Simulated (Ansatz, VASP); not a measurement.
**One calculation of ZnS, two programs**

```
Zn S
1.0
     3.80696    0.00000    0.00000
    -1.90348    3.29692    0.00000
     0.00000    0.00000    6.24663
Zn S
2 2
Direct
  0.33333 0.66667 0.95321
  0.66667 0.33333 0.45321
  0.33333 0.66667 0.42179
  0.66667 0.33333 0.92179
```

Change from the starting cell: polar distortion scaled by 0.25.

Alike in both runs: task single point; functional r2SCAN; k mesh 9 × 9 × 4; no spin polarisation.

```csv
,VASP,Ansatz
version,VASP 6.6.1,Ansatz 0.2.0
potentials or method,"VASP PAW PBE potentials, release 64 (Zn, S), cutoff 520 eV","scalar-relativistic, plane waves, PAW"
occupations,"gaussian, width 0.01 eV",fixed
valence electrons in the cell,36,36
```

```csv
,VASP,Ansatz,Ansatz less VASP
gap on the k mesh at the Fermi level (eV),3.13,3.12,-0.010
least direct gap on the mesh (eV),3.13,3.12,-0.009
pressure (GPa),5.1,5.0,-0.16
"traceless stress, the component that is largest in VASP (GPa)",-5.35,-5.28,+0.070
rms of the force components (eV/Å),0.283,0.281,-0.0011
```

VASP's potentials were made for PBE, not for r2SCAN. Atom by atom the forces differ by 0.001 eV/Å (rms over components).
